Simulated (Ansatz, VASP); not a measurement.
## Two plane-wave programs on Ti

INCAR

```
SYSTEM = Ti
ALGO = Normal ; EDIFF = 1E-6
ENCUT = 500 ; GGA = PE
GGA_COMPAT = .FALSE. ; ISIF = 2
ISMEAR = -1 ; ISPIN = 2
LASPH = .TRUE. ; LCHARG = .TRUE.
LELF = .TRUE. ; LMAXMIX = 4
LORBIT = 11 ; LREAL = .FALSE.
LVHAR = .TRUE. ; LWAVE = .FALSE.
MAGMOM = 0.77 ; NBANDS = 16
NELM = 200 ; PREC = Accurate
SIGMA = 0.1
```

The input KPOINTS:

```
k-points
0
G
  8 8 8
  0 0 0
```

Contents of POSCAR:

```
Ti
1.0
   -1.7170000000      1.7170000000      1.7170000000
    1.7170000000     -1.7170000000      1.7170000000
    1.7170000000      1.7170000000     -1.7170000000
Ti
1
Direct
    0.0000000000      0.0000000000      0.0000000000
```

Input for Ansatz:

```yaml
crystal:
  lattice:
    - [-1.717, 1.717, 1.717]
    - [1.717, -1.717, 1.717]
    - [1.717, 1.717, -1.717]
  atoms:
    - { symbol: Ti, position: [0, 0, 0] }
kpoints:
  mp_grid: { grid: [8, 8, 8], shift: [0, 0, 0] }
hamiltonian:
  xc: pbe
  pseudopotentials: { kind: paw }
magnetization:
  spin_polarized: true
scf:
  occupations: { method: fermi_dirac }
```

Alike in both runs: task single point; functional PBE; k mesh 8 × 8 × 8; collinear spin.

```csv
,VASP,Ansatz
version,VASP 6.6.1,Ansatz 0.2 development build
potentials or method,"VASP PAW PBE potentials, release 64 (Ti_sv)","PAW hard, scalar-relativistic"
plane-wave cutoff (eV),500,740
occupations,"fermi-dirac, width 0.1 eV",fermi-dirac
```

Ansatz gave:

- net moment per atom (μB): 0.93
- size of the moment on the site where the two differ most (μB): 0.70

Question: What did VASP give for the same quantities?

Answer: net moment per atom (μB): 0.00; size of the moment on the site where the two differ most (μB): 0.00.

The net moments are unlike, so the other rows may belong to different states. Site moments also hang on the region over which each program counts them. Ansatz's warnings: negative dielectric reading.
